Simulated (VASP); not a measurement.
## SnTe: single point with r2SCAN

SnTe:

```xyz
2
Lattice="0.0000 3.6519 3.6519 3.6519 0.0000 3.6519 3.6519 3.6519 0.0000" Properties=species:S:1:pos:R:3 pbc="T T T"
Sn    0.0000    0.0000    0.0000
Te    5.4779    5.4779    5.4779
```

```yaml
Program: VASP 6.6.1
Task: single point
Functional: r2SCAN
Potentials_or_basis: VASP PAW PBE potentials, release 64 (Sn_d, Te)
Cutoff: 550 eV
k_mesh: 8 × 8 × 8
Occupations: gaussian, width 0.05 eV
Spin: no spin polarisation
Dipole_correction: no
Further_INCAR_settings: ALGO = Normal; EDIFF = 1e-06; NBANDS = 17
```

```yaml
Pressure: -1.4 GPa
Band_gap_on_the_k_mesh: 0.25 eV (least direct gap 0.93 eV)
```

Levels at points of the mesh, in eV from the valence-band top:
| k point | band 8 | band 9 | band 10 | band 11 | band 12 | band 13 |
| --- | --- | --- | --- | --- | --- | --- |
| (0.00, 0.00, 0.00) | -2.02 | -2.02 | -2.02 | 1.12 | 1.12 | 1.12 |
| (0.50, 0.00, 0.00) | -2.55 | -2.55 | -2.04 | 1.94 | 1.94 | 3.50 |
| (0.50, 0.50, 0.00) | -3.20 | -3.20 | -0.68 | 0.25 | 4.00 | 4.00 |

Run time: 4.6 min on 1 thread of Intel Xeon 8259CL (shared host), peak memory 0.28 GiB.

Caveat: the PAW data sets were made with another functional, which shifts forces and pressure a little; spin-orbit coupling is left out, which moves the levels of the heavy elements. A k mesh can miss the band edges.
